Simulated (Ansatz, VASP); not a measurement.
**Two plane-wave programs on WS2**

```xyz
6
Lattice="3.1538 0.0000 0.0000 -1.5769 2.7313 0.0000 0.0000 0.0000 12.1433" Properties=species:S:1:pos:R:3 pbc="T T T"
W     0.0000    1.8208    3.0358
W     1.5769    0.9104    9.1075
S     0.0000    1.8208    7.5326
S     1.5769    0.9104    1.4609
S     0.0000    1.8208   10.6824
S     1.5769    0.9104    4.6107
```

Alike in both runs: functional PBE; dispersion D3(BJ); k mesh 12 × 12 × 4; occupations gaussian, width 0.02 eV; no spin polarisation.

Ansatz relaxed the structure, and its values are those at the end. VASP's run is a single point on that final structure, the one shown.

```csv
,VASP,Ansatz
version,VASP 6.6.1,Ansatz 0.2.0
potentials or method,"VASP PAW PBE potentials, release 64 (W_sv, S), cutoff 520 eV","scalar-relativistic, plane waves, PAW"
valence electrons in the cell,52,52
```

```tsv
	VASP	Ansatz	Ansatz less VASP
gap on the k mesh at the Fermi level (eV)	0.91	0.89	-0.017
least direct gap on the mesh (eV)	1.84	1.83	-0.003
pressure (GPa)	0.0	0.0	+0.03
```

Neither program's run includes spin-orbit coupling.
